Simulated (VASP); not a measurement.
A run of VASP 6.6.1:

INCAR

```
SYSTEM = Si2W
PREC = Accurate ; ENCUT = 600
EDIFF = 1E-6 ; ISMEAR = 0
SIGMA = 0.05 ; LREAL = .FALSE.
LASPH = .TRUE. ; NELM = 100
ALGO = Normal ; ISIF = 3
LWAVE = .FALSE. ; LCHARG = .FALSE.
GGA = PS ; IBRION = 2
NSW = 80 ; EDIFFG = -0.01
```

The input KPOINTS:

```
Automatic mesh
0
G
  10 10 10
  0 0 0
```

POSCAR

```
Si2W
1.0
   -1.6146048753      1.6146048753      3.9611103416
    1.6146048753     -1.6146048753      3.9611103416
    1.6146048753      1.6146048753     -3.9611103416
Si W
2 1
Direct
    0.3330000000      0.3330000000      0.0000000000
    0.6670000000      0.6670000000      0.0000000000
    0.0000000000      0.0000000000      0.0000000000
```

Potentials or basis: VASP PAW PBE potentials, release 64 (Si, W_sv).

The run is started by

```sh
$ cat potpaw_PBE.64/Si/POTCAR potpaw_PBE.64/W_sv/POTCAR > POTCAR
$ mpirun -np 1 vasp_std > vasp.out
```

Hardware: 1 thread of Intel(R) Xeon(R) Platinum 8375C CPU @ 2.90GHz (Ice Lake), on a shared host.

How long does it take, and how much memory?

It took 6.7 min on 1 thread of Intel(R) Xeon(R) Platinum 8375C CPU @ 2.90GHz (Ice Lake), with other jobs on the host, peak memory 0.3 GiB. Counts: scf iterations 52, k points 102, ion steps 8.
